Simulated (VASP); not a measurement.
Runs of VASP 6.6.1 on Sn3Te. The structure is tetragonal, space group I4/mmm (No. 139). Conventional cell: a = 4.602 Å, b = 4.602 Å, c = 11.033 Å, α = 90.00°, β = 90.00°, γ = 90.00°. Sn (site symmetry -4m2) has 8 Sn at 3.25 to 3.59 Å and 4 Te at 3.59 Å within 4.3 Å. Sn (site symmetry 4/mmm) has 4 Te at 3.25 Å and 8 Sn at 3.59 Å within 4.3 Å. Within 4.3 Å of Te (site symmetry 4/mmm) lie 12 Sn at 3.25 to 3.59 Å. 

```csv
k mesh,gap on the mesh (eV),pressure (GPa)
2 × 2 × 2,none,-0.5
7 × 7 × 7,none,-0.3
4 × 4 × 4,none,-0.4
5 × 5 × 5,none,(a)
```

Alike in all rows: task single point; level PBE; potentials or basis VASP PAW PBE potentials, release 64 (Sn_d, Te); no spin polarisation; cell as given; cutoff (eV) 520; smearing fermi-dirac 0.1 eV.

**Question.** Estimate the missing entries.

**Answer.** (a) -0.6.

Caveats: some runs use coarse meshes; spin-orbit coupling is left out, which moves the levels of the heavy elements.

A k mesh can miss the band edges, and the runs leave out spin-orbit coupling on Sn, Te.

A gap of «none» marks levels without a gap at the run's occupations.
